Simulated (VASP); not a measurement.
# SnTe (I4/mmm) in VASP: a series of runs

SnTe is run at these levels: PBE; tasks: single point.

All numbers are computed with VASP 6.6.1; they aren't measurements. Logs are shortened: lines on timing, memory, paths and dates and some standing lists are left out, and cuts for length are marked.

## Step 1: The cell of the first run

It takes space group I4/mmm (No. 139, tetragonal). Conventional cell: a = 4.464 Å, b = 4.464 Å, c = 5.808 Å, α = 90.00°, β = 90.00°, γ = 90.00°. Sn (site symmetry 4/mmm) has 6 Te at 2.90 to 3.16 Å within 3.8 Å. Within 3.8 Å of Te (site symmetry 4/mmm) lie 6 Sn at 2.90 to 3.16 Å.

## Step 2: Single point, PBE (strain +0.000 along x and y, -0.080 along z)

The input, INCAR:

```
PREC = Accurate
ENCUT = 520
EDIFF = 1E-6
ISMEAR = 0
SIGMA = 0.03
LREAL = F
LASPH = T
NELM = 80
ALGO = Normal
ISIF = 2
LWAVE = F
LCHARG = F
GGA = PE
NBANDS = 17
```

The input, KPOINTS:

```
regular mesh
0
Gamma
  10 10 10
```

The input, POSCAR:

```
SnTe
1.0
    0.0000000000      3.1565000000      2.9039800000
    3.1565000000      0.0000000000      2.9039800000
    3.1565000000      3.1565000000      0.0000000000
Sn Te
1 1
Direct
    0.0000000000      0.0000000000      0.0000000000
    0.5000000000      0.5000000000      0.5000000000
```

Potentials or basis: VASP PAW PBE potentials, release 64 (Sn_d, Te).

Run with:

```bash
$ cat potpaw_PBE.64/Sn_d/POTCAR potpaw_PBE.64/Te/POTCAR > POTCAR
$ mpirun -np 1 vasp_std > vasp.out
```

OUTCAR:

```text
PREC = Accurate
   ENCUT = 520
   EDIFF = 1E-6
   ISMEAR = 0
   LREAL = F
   LASPH = T
   NELM = 80
   ISIF = 2
   GGA = PE

 ion  position               nearest neighbor table
   1  0.000  0.000  0.000-   2 2.90   2 2.90   2 3.16   2 3.16   2 3.16   2 3.16
   2  0.500  0.500  0.500-   1 2.90   1 2.90   1 3.16   1 3.16   1 3.16   1 3.16

  LATTYP: Found a body centered tetragonal cell.
 ALAT       =     4.4639651096
 C/A-ratio  =     1.3010764774

  Lattice vectors:

 A1 = (   0.0000000000,  -3.1565000000,  -2.9039800000)
 A2 = (   0.0000000000,   3.1565000000,  -2.9039800000)
 A3 = (   3.1565000000,   0.0000000000,   2.9039800000)

Analysis of symmetry for initial positions (statically):
=====================================================================
 Subroutine PRICEL returns:
 Original cell was already a primitive cell.

 Routine SETGRP: Setting up the symmetry group for a
 body centered tetragonal supercell.

 Subroutine GETGRP returns: Found 16 space group operations
 (whereof 16 operations were pure point group operations)
 out of a pool of 16 trial point group operations.

The static configuration has the point symmetry D_4h.

Analysis of symmetry for dynamics (positions and initial velocities):
=====================================================================
 Subroutine PRICEL returns:
 Original cell was already a primitive cell.

 Routine SETGRP: Setting up the symmetry group for a
 body centered tetragonal supercell.

 Subroutine GETGRP returns: Found 16 space group operations
 (whereof 16 operations were pure point group operations)
 out of a pool of 16 trial point group operations.

The dynamic configuration has the point symmetry D_4h.

 Subroutine INISYM returns: Found 16 space group operations
 (whereof 16 operations are pure point group operations),
 and found     1 'primitive' translations

----------------------------------------------------------------------------------------

                                     Primitive cell

  volume of cell :      57.8676

  direct lattice vectors                    reciprocal lattice vectors
     0.000000000  3.156500000  2.903980000    -0.158403295  0.158403295  0.172177494
     3.156500000  0.000000000  2.903980000     0.158403295 -0.158403295  0.172177494
     3.156500000  3.156500000  0.000000000     0.158403295  0.158403295 -0.172177494

  length of vectors
     4.289124863  4.289124863  4.463965110     0.282539019  0.282539019  0.282539019

  position of ions in fractional coordinates (direct lattice)
     0.000000000  0.000000000  0.000000000
     0.500000000  0.500000000  0.500000000

  ion indices of the primitive-cell ions
   primitive index   ion index
                 1           1
                 2           2

----------------------------------------------------------------------------------------

 KPOINTS: regular mesh

Automatic generation of k-mesh.
 Grid dimensions read from file:
 generate k-points for:   10   10   10

 Generating k-lattice:

  Cartesian coordinates                     Fractional coordinates (reciprocal lattice)
    -0.015840329  0.015840329  0.017217749     0.100000000  0.000000000  0.000000000
     0.015840329 -0.015840329  0.017217749     0.000000000  0.100000000  0.000000000
     0.015840329  0.015840329 -0.017217749    -0.000000000 -0.000000000  0.100000000

  Length of vectors
     0.028253902  0.028253902  0.028253902

  Shift w.r.t. Gamma in fractional coordinates (k-lattice)
     0.000000000  0.000000000  0.000000000

 Subroutine IBZKPT returns following result:
 ===========================================

 Found    102 irreducible k-points:

 Following reciprocal coordinates:
            Coordinates               Weight
  0.000000  0.000000  0.000000      1.000000
  0.100000  0.000000  0.000000      8.000000
  0.200000  0.000000  0.000000      8.000000
  0.300000 -0.000000  0.000000      8.000000
  0.400000  0.000000  0.000000      8.000000
  0.500000 -0.000000  0.000000      4.000000
[... 16 lines left out ...]
  0.300000  0.300000  0.000000      2.000000
  0.400000  0.300000  0.000000      8.000000
 [... further k-points ...]
   k-points           NKPTS =    102   k-points in BZ     NKDIM =    102   number of bands    NBANDS=     17
   number of dos      NEDOS =    301   number of ions     NIONS =      2
   total plane-waves  NPLWV =  36864
   dimension x,y,z NGX =    32 NGY =   32 NGZ =   36
   dimension x,y,z NGXF=    64 NGYF=   64 NGZF=   72
   ions per type =               1   1
   NGX,Y,Z   is equivalent  to a cutoff of  12.40, 12.40, 13.41 a.u.
   NGXF,Y,Z  is equivalent  to a cutoff of  24.81, 24.81, 26.81 a.u.
 SYSTEM =  unknown system
   PREC   = accura    normal or accurate (medium, high low for compatibility)
   ISTART =      0    job   : 0-new  1-cont  2-samecut
   ICHARG =      2    charge: 1-file 2-atom 10-const
   ISPIN  =      1    spin polarized calculation?
   LNONCOLLINEAR =      F non collinear calculations
   LSORBIT =      F    spin-orbit coupling
   LASPH  =      T    aspherical Exc in radial PAW
   ENCUT  =  520.0 eV  38.22 Ry    6.18 a.u.   7.97  7.97  8.30*2*pi/ulx,y,z
   NELM   =     80;   NELMIN=  2; NELMDL= -5     # of ELM steps
   EDIFF  = 0.1E-05   stopping-criterion for ELM
   LREAL  =      F    real-space projection
   EDIFFG = 0.1E-04   stopping-criterion for IOM
   NSW    =      0    number of steps for IOM
   IBRION =     -1    ionic relax: 0-MD 1-quasi-New 2-CG
   NFREE  =      0    steps in history (QN), initial steepest desc. (CG)
   ISIF   =      2    stress and relaxation
   ISYM   =      2    0-nonsym 1-usesym 2-fastsym
   POTIM  = 0.5000    time-step for ionic-motion
   TEBEG  =    0.0;   TEEND  =   0.0 temperature during run
   PSTRESS=    0.0 pullay stress
   NELECT =      20.0000    total number of electrons
   NUPDOWN=      -1.0000    fix difference up-down
   EMIN   =  10.00;   EMAX   =-10.00  energy-range for DOS
   EFERMI =   0.00;   METHOD = LEGACY
   ISMEAR =     0;   SIGMA  =   0.03  broadening in eV -4-tet -1-fermi 0-gaus
   EFERMI_NEDOS =   21; number of points for ismear=-14 and -15
   IALGO  =     38    algorithm
   IMIX   =      4    mixing-type and parameters
     AMIX     =   0.40;   BMIX     =  1.00
     AMIX_MAG =   1.60;   BMIX_MAG =  1.00
  volume/ion in A,a.u.               =      28.93       195.25
  Fermi-wavevector in a.u.,A,eV,Ry     =   1.148876  2.171061 17.958543  1.319916
  Thomas-Fermi vector in A             =   2.285549
   LORBIT       =      0    0 simple, 1 ext, 2 COOP (PROOUT), +10 PAW based schemes
   GGA     = PE    functional components
   LHFCALC =     F    Hartree Fock is set to
   AEXX    =    0.0000 exact exchange contribution
   IVDW    =     0    specifies the selected vdW correction
   LEPSILON=     F    determine dielectric tensor
   LRPA    =     F    only Hartree local field effects (RPA)
 non-spin polarized calculation
 Gauss-broadening in eV      SIGMA  =   0.03
  energy-cutoff  :      520.00
  volume of cell :       57.87
 maximum number of plane-waves:      1590
   NGX = 15   NGY = 15   NGZ = 17

 number of electron      19.9999998 magnetization

 Free energy of the ion-electron system (eV)
  ---------------------------------------------------
  ext. energy  EPLUGINS =         0.00000000
  ---------------------------------------------------
  free energy    TOTEN  =        -7.24380661 eV

  energy without entropy =       -7.24355764  energy(sigma->0) =       -7.24368213

 E-fermi :   8.0454     XC(G=0):  -9.8400

 val. band max:        8.0286553346   @ k =  -0.3000  -0.0000   0.1000
 cond. band min:       8.1171248854   @ k =  -0.4000   0.2000   0.1000
 fundamental gap:      0.0884695508
 Fermi energy:         8.0454194486

 k-point     1 :       0.0000    0.0000    0.0000
  band No.  band energies     occupation
      1     -13.9847      2.00000
      2     -13.9793      2.00000
      3     -13.9747      2.00000
      4     -13.9637      2.00000
      5     -13.9637      2.00000
      6      -5.4820      2.00000
[... 9 lines left out ...]
     16      13.1082      0.00000
     17      14.2655      0.00000

 k-point     2 :       0.1000    0.0000    0.0000
  band No.  band energies     occupation
      1     -13.9849      2.00000
      2     -13.9803      2.00000
      3     -13.9744      2.00000
      4     -13.9632      2.00000
      5     -13.9629      2.00000
      6      -5.3873      2.00000
[... 9 lines left out ...]
     16      13.0586      0.00000
     17      14.9105      0.00000

 k-point     3 :       0.2000    0.0000    0.0000
  band No.  band energies     occupation
      1     -13.9856      2.00000
      2     -13.9831      2.00000
      3     -13.9737      2.00000
      4     -13.9615      2.00000
      5     -13.9604      2.00000
      6      -5.1118      2.00000
[... 9 lines left out ...]
     16      13.5302      0.00000
     17      16.3620      0.00000

 k-point     4 :       0.3000   -0.0000    0.0000
  band No.  band energies     occupation
      1     -13.9869      2.00000
      2     -13.9865      2.00000
      3     -13.9730      2.00000
      4     -13.9594      2.00000
      5     -13.9569      2.00000
      6      -4.6908      2.00000
[... 9 lines left out ...]
     16      14.4768      0.00000
     17      18.1820      0.00000
[... 343 lines left out ...]
      1     -13.9879      2.00000
      2     -13.9870      2.00000
      3     -13.9708      2.00000
      4     -13.9598      2.00000
      5     -13.9574      2.00000
      6      -4.6143      2.00000
[... 9 lines left out ...]
     16      16.6947      0.00000
     17      17.3304      0.00000

 k-point    23 :       0.3000    0.3000    0.0000
  band No.  band energies     occupation
      1     -13.9989      2.00000
      2     -13.9793      2.00000
      3     -13.9786      2.00000
      4     -13.9526      2.00000
      5     -13.9526      2.00000
      6      -4.2596      2.00000
[... 9 lines left out ...]
     16      16.2453      0.00000
     17      17.1985      0.00000

 k-point    24 :       0.4000    0.3000    0.0000
  band No.  band energies     occupation
      1     -14.0033      2.00000
      2     -13.9797      2.00000
      3     -13.9782      2.00000
      4     -13.9504      2.00000
      5     -13.9500      2.00000
      6      -3.8795      2.00000
[... 9 lines left out ...]
     16      16.9384      0.00000
     17      18.3581      0.00000

 [... further k-points ...]
[... 5 lines left out ...]
  --------------------------------------------------------------------------------------
  -------------------------------------------------------------------------------------
  Total        0.8164233      0.8164233      6.9573861      0.0000000      0.0000000      0.0000000
  in kB       22.6042861     22.6042861    192.6289163      0.0000000      0.0000000      0.0000000
  external PRESSURE =      79.2791628 kB  Pullay stress =       0.0000000 kB

 VOLUME and BASIS-vectors are now :
 -----------------------------------------------------------------------------
  energy-cutoff  :      520.00
  volume of cell :       57.87
      direct lattice vectors                 reciprocal lattice vectors
     0.000000000  3.156500000  2.903980000    -0.158403295  0.158403295  0.172177494
     3.156500000  0.000000000  2.903980000     0.158403295 -0.158403295  0.172177494
     3.156500000  3.156500000  0.000000000     0.158403295  0.158403295 -0.172177494

 POSITION                                       TOTAL-FORCE (eV/Angst)
 -----------------------------------------------------------------------------------
      0.00000      0.00000      0.00000        -0.000000      0.000000     -0.000000
      3.15650      3.15650      2.90398         0.000000     -0.000000      0.000000
 -----------------------------------------------------------------------------------
    total drift:                                0.000000     -0.000000     -0.000000

  FREE ENERGIE OF THE ION-ELECTRON SYSTEM (eV)
  ---------------------------------------------------
  free  energy   TOTEN  =        -7.2438066113 eV

  energy  without entropy=       -7.2435576405  energy(sigma->0) =       -7.24368213
```

Run time: 87 s. Hardware: 1 thread of AMD EPYC 7R43 (Zen 3), shared host; peak memory 0.22 GiB.

Results:

```
Free energy            : -7.2438 eV
Pressure               : 7.9 GPa
Band gap on the k mesh : zero (band 10 reaches 8.03 eV, above the bottom of band 11 at 8.00 eV)
```

Caveat: the cell differs from its parent crystal (strain +0.000 along x and y, -0.080 along z); spin-orbit coupling is left out, which moves the levels of the heavy elements.

(Part 1 of 2 ends here.)
